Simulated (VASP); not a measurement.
# MgO in VASP: notebook, part 2 of 2

VASP 6.6.1.

**4. Single point, PBEsol (strained and its atoms moved)**

The input, INCAR:

```
SYSTEM = MgO
PREC     = Accurate       ! precision mode
ENCUT    = 520            ! plane-wave cutoff, eV
EDIFF    = 1E-7           ! SCF threshold, eV
ISMEAR   = 0              ! smearing method
SIGMA    = 0.02           ! smearing width, eV
LREAL    = .FALSE.        ! projectors in reciprocal space
LASPH    = .TRUE.         ! aspherical terms in the spheres
NELM     = 60             ! most SCF steps
ALGO     = Normal         ! electronic algorithm
ISIF     = 2              ! what is computed and relaxed
LWAVE    = .FALSE.        ! write WAVECAR
LCHARG   = .FALSE.        ! write CHGCAR
GGA      = PS             ! functional
NBANDS   = 16             ! bands
```

The input, KPOINTS:

```
regular mesh
0
G
  9 9 6
  0 0 0
```

The input, POSCAR:

```
MgO
1.0
    3.3568083896      0.0000000000      0.0000000000
   -1.6784041949      2.9070813410      0.0000000000
    0.0000000000      0.0000000000      4.7577550761
Mg O
2 2
Direct
    0.3333333300      0.6666666700      0.0142009651
    0.6666666700      0.3333333300      0.5142009651
    0.3333333300      0.6666666700      0.3903990349
    0.6666666700      0.3333333300      0.8903990349
```

Potentials or basis: VASP PAW PBE potentials, release 64 (Mg, O).

Launch:

```console
> cat potpaw_PBE.64/Mg/POTCAR potpaw_PBE.64/O/POTCAR > POTCAR
> mpirun -np 1 vasp_std > vasp.out
```

OUTCAR:

```text
SYSTEM = MgO
   PREC = Accurate
   ENCUT = 520
   EDIFF = 1E-7
   ISMEAR = 0
   LREAL = .FALSE.
   LASPH = .TRUE.
   NELM = 60
   ISIF = 2
   GGA = PS

 ion  position               nearest neighbor table
   1  0.333  0.667  0.014-   3 1.79   4 2.03   4 2.03   4 2.03   2 3.07   2 3.07   2 3.07   2 3.07
                             2 3.07   2 3.07
   2  0.667  0.333  0.514-   4 1.79   3 2.03   3 2.03   3 2.03   1 3.07   1 3.07   1 3.07   1 3.07
                             1 3.07   1 3.07
   3  0.333  0.667  0.390-   1 1.79   2 2.03   2 2.03   2 2.03
   4  0.667  0.333  0.890-   2 1.79   1 2.03   1 2.03   1 2.03

[... 661 lines left out ...]
  -------------------------------------------------------------------------------------
  Total       -1.4705710     -1.4705710      8.7761694      0.0000000      0.0000000      0.0000000
  in kB      -50.7470458    -50.7470458    302.8515253      0.0000000      0.0000000      0.0000000
  external PRESSURE =      67.1191445 kB  Pullay stress =       0.0000000 kB

 VOLUME and BASIS-vectors are now :
 -----------------------------------------------------------------------------
  energy-cutoff  :      520.00
  volume of cell :       46.43
      direct lattice vectors                 reciprocal lattice vectors
     3.356808390  0.000000000  0.000000000     0.297902020  0.171993811  0.000000000
    -1.678404195  2.907081341  0.000000000     0.000000000  0.343987623  0.000000000
     0.000000000  0.000000000  4.757755076     0.000000000  0.000000000  0.210183161

 POSITION                                       TOTAL-FORCE (eV/Angst)
 -----------------------------------------------------------------------------------
     -0.00000      1.93805      0.06756         0.000000      0.000000     -2.536522
      1.67840      0.96903      2.44644         0.000000      0.000000     -2.536522
     -0.00000      1.93805      1.85742         0.000000      0.000000      2.536522
      1.67840      0.96903      4.23630        -0.000000     -0.000000      2.536522
 -----------------------------------------------------------------------------------
    total drift:                               -0.000017      0.000010      0.000258

  FREE ENERGIE OF THE ION-ELECTRON SYSTEM (eV)
  ---------------------------------------------------
  free  energy   TOTEN  =       -24.1087828754 eV

  energy  without entropy=      -24.1087828754  energy(sigma->0) =      -24.10878288
```

OSZICAR:

```text
N       E                     dE             d eps       ncg     rms          rms(c)
DAV:   1     0.615421697087E+02    0.61542E+02   -0.76143E+03  1536   0.890E+02
DAV:   2    -0.242043334186E+02   -0.85747E+02   -0.78949E+02  2128   0.196E+02
DAV:   3    -0.281910648809E+02   -0.39867E+01   -0.39768E+01  1736   0.439E+01
DAV:   4    -0.282072430216E+02   -0.16178E-01   -0.16178E-01  1880   0.331E+00
DAV:   5    -0.282073224086E+02   -0.79387E-04   -0.79387E-04  1768   0.220E-01    0.112E+01
DAV:   6    -0.242235992150E+02    0.39837E+01   -0.10986E+01  1552   0.250E+01    0.379E+00
DAV:   7    -0.241442307709E+02    0.79368E-01   -0.16044E-01  1536   0.321E+00    0.217E+00
DAV:   8    -0.241106910021E+02    0.33540E-01   -0.97192E-02  1720   0.330E+00    0.475E-01
DAV:   9    -0.241082883158E+02    0.24027E-02   -0.70974E-03  1816   0.750E-01    0.113E-01
DAV:  10    -0.241087684792E+02   -0.48016E-03   -0.49077E-04  1616   0.202E-01    0.217E-02
DAV:  11    -0.241087824733E+02   -0.13994E-04   -0.52442E-05  1696   0.618E-02    0.136E-02
DAV:  12    -0.241087828103E+02   -0.33701E-06   -0.12367E-05  1648   0.299E-02    0.739E-03
DAV:  13    -0.241087828754E+02   -0.65140E-07   -0.75787E-07  1624   0.842E-03
   1 F= -.24108783E+02 E0= -.24108783E+02  d E =-.125382E-41
```

stdout:

```text
POSCAR found type information on POSCAR MgO
 POSCAR found :  2 types and       4 ions
 scaLAPACK will be used
 -----------------------------------------------------------------------------
|                                                                             |
|                                                                             |
|     You enforced a specific xc type in the INCAR file but a different       |
|     I HOPE YOU KNOW WHAT YOU ARE DOING!                                     |
|                                                                             |
 -----------------------------------------------------------------------------

 LDA part: xc-table for (Slater+PW92), standard interpolation
 POSCAR, INCAR and KPOINTS ok, starting setup
 FFT: planning ... GRIDC
 FFT: planning ... GRID_SOFT
 FFT: planning ... GRID
 WAVECAR not read
 entering main loop
```

Wall time 45 s (1 thread of Intel Xeon Platinum 8488C (Sapphire Rapids), shared host); peak memory 0.18 GiB.

What came out:

```yaml
Free_energy: -24.1088 eV
Pressure: 6.7 GPa
Largest_force: 2.537 eV/Å
Band_gap_on_the_k_mesh: 3.49 eV, direct
```

Forces in eV/Å, atoms in the order of the input:
```
Mg   0.000  0.000 -2.537
Mg   0.000  0.000 -2.537
O    0.000  0.000  2.537
O    0.000  0.000  2.537
```

Stress tensor (GPa, compression positive):
```
-5.07  0.00  0.00
 0.00 -5.07  0.00
 0.00  0.00 30.29
```

Levels at points of the mesh, in eV from the valence-band top:
```csv
k point,band 4,band 5,band 6,band 7,band 8,band 9,band 10,band 11,band 12,band 13
"(0.00, 0.00, 0.00)",-0.79,-0.79,-0.37,-0.37,0.00,3.49,8.32,10.70,13.54,13.54
"(0.00, 0.00, 0.50)",-1.97,-0.59,-0.59,-0.59,-0.59,5.94,5.94,13.76,13.76,14.09
```

Caveat: the cell differs from its parent crystal (strained and its atoms moved); the PAW data sets were made with another functional, which shifts forces and pressure a little. A k mesh can miss the band edges.

**5. Single point, PBEsol (atoms moved at random and the cell strained at random)**

The input, INCAR:

```
  PREC = Accurate
  ENCUT = 520
  EDIFF = 1E-7
  ISMEAR = 0
  SIGMA = 0.02
  LREAL = False
  LASPH = True
  NELM = 100
  ALGO = Normal
  ISIF = 2
  LWAVE = False
  LCHARG = False
  GGA = PS
  NBANDS = 16
```

The input, KPOINTS:

```
regular mesh
0
Gamma
  9 9 6
```

The input, POSCAR:

```
MgO
1.0
    3.1834141958      0.0165389349      0.0080048445
   -1.5773839601      2.7599060832     -0.0109921135
    0.0120585736     -0.0121582313      4.8022023806
Mg O
2 2
Direct
    0.3287815763      0.6684888964      0.0043552567
    0.6821976626      0.3394178906      0.4997655431
    0.3324460556      0.6670506641      0.4029379640
    0.6565716823      0.3250425489      0.9021432431
```

Launch:

```console
> cat potpaw_PBE.64/Mg/POTCAR potpaw_PBE.64/O/POTCAR > POTCAR
> mpirun -np 1 vasp_std > vasp.out
```

Wall time 1.9 min (1 thread of Intel Xeon Platinum 8488C (Sapphire Rapids), shared host); peak memory 0.27 GiB.

It converged, with:

```
Free energy            : -24.2838 eV
Pressure               : 17.2 GPa
Largest force          : 0.699 eV/Å
Band gap on the k mesh : 3.95 eV, direct
```

Forces on the atoms (eV/Å):
```
Mg  -0.122 -0.289 -0.335
Mg  -0.607 -0.316  0.140
O    0.500  0.263  0.087
O    0.229  0.341  0.108
```

Stress tensor (GPa, compression positive):
```
18.05  0.87 -1.49
 0.87 18.20 -0.70
-1.49 -0.70 15.32
```

Levels at points of the mesh, in eV from the valence-band top:
| k point | band 5 | band 6 | band 7 | band 8 | band 9 | band 10 | band 11 | band 12 |
| --- | --- | --- | --- | --- | --- | --- | --- | --- |
| (0.00, 0.00, 0.00) | -0.85 | -0.54 | -0.46 | 0.00 | 3.95 | 9.22 | 11.10 | 14.61 |
| (0.00, 0.00, 0.50) | -0.80 | -0.70 | -0.67 | -0.61 | 6.53 | 6.62 | 13.99 | 14.10 |

Caveat: the cell differs from its parent crystal (atoms moved at random and the cell strained at random); the PAW data sets were made with another functional, which shifts forces and pressure a little. A k mesh can miss the band edges.

**6. Single point, PBEsol (strained)**

The input, INCAR:

```
PREC = Accurate
ENCUT = 520
EDIFF = 1E-7
ISMEAR = 0
SIGMA = 0.02
LREAL = False
LASPH = True
NELM = 60
ALGO = Normal
ISIF = 2
LWAVE = False
LCHARG = False
GGA = PS
NBANDS = 16
```

KPOINTS is that of step 5.

The input, POSCAR:

```
MgO
1.0
    3.2329979227      0.0000000000      0.0000000000
   -1.6164989614      2.7998583315      0.0000000000
    0.0000000000      0.0000000000      4.7954754904
Mg O
2 2
Direct
    0.3333333300      0.6666666700     -0.0038608726
    0.6666666700      0.3333333300      0.4961391274
    0.3333333300      0.6666666700      0.4084608726
    0.6666666700      0.3333333300      0.9084608726
```

Potentials or basis: VASP PAW PBE potentials, release 64 (Mg, O).

Launch:

```console
> cat potpaw_PBE.64/Mg/POTCAR potpaw_PBE.64/O/POTCAR > POTCAR
> mpirun -np 1 vasp_std > vasp.out
```

It took 9.6 s on 1 thread of Intel Xeon 6975P-C (Granite Rapids), shared host; peak memory 0.17 GiB.

It converged, with:

* Free energy: -24.4153 eV
* Pressure: 11.7 GPa
* Largest force: 0.140 eV/Å
* Band gap on the k mesh: 3.70 eV, direct

Forces in eV/Å, atoms in the order of the input:
```
Mg   0.000  0.000  0.140
Mg   0.000  0.000  0.140
O    0.000  0.000 -0.140
O    0.000  0.000 -0.140
```

Stress tensor (GPa, compression positive):
```
13.95  0.00  0.00
 0.00 13.95  0.00
 0.00  0.00  7.15
```

Levels at points of the mesh, in eV from the valence-band top:
```csv
k point,band 6,band 7,band 8,band 9,band 10,band 11
"(0.00, 0.00, 0.00)",-0.63,-0.63,0.00,3.70,9.03,10.89
"(0.00, 0.00, 0.50)",-0.83,-0.83,-0.83,6.37,6.37,13.82
```

Caveat: the cell differs from its parent crystal (strained); the PAW data sets were made with another functional, which shifts forces and pressure a little. A k mesh can miss the band edges.

**7. Overview**

| cell | k mesh | gap on the mesh (eV) | pressure (GPa) | largest force (eV/Å) |
| --- | --- | --- | --- | --- |
| a = 3.529, b = 3.529, c = 4.868 Å, angles 90.0, 90.0, 120.0°, 4 atoms | 9 × 9 × 6 | 2.86 | -6.1 | 2.06 |
| a = 3.303, b = 3.303, c = 5.020 Å, angles 90.0, 90.0, 120.0°, 4 atoms | 12 × 12 × 6 | 3.36 | -0.3 | - |
| a = 3.357, b = 3.357, c = 4.758 Å, angles 90.0, 90.0, 120.0°, 4 atoms | 9 × 9 × 6 | 3.49 | 6.7 | 2.54 |
| a = 3.183, b = 3.179, c = 4.802 Å, angles 90.4, 89.7, 119.5°, 4 atoms | 9 × 9 × 6 | 3.95 | 17.2 | 0.70 |
| a = 3.233, b = 3.233, c = 4.795 Å, angles 90.0, 90.0, 120.0°, 4 atoms | 9 × 9 × 6 | 3.70 | 11.7 | 0.14 |

Alike in all rows: task single point; level PBEsol; potentials or basis VASP PAW PBE potentials, release 64 (Mg, O); no spin polarisation; cutoff (eV) 520; smearing gaussian 0.02 eV.

Caveats: the PAW data sets were made with another functional, which shifts forces and pressure a little.

Absolute energies hang on the potentials; compare differences alone.
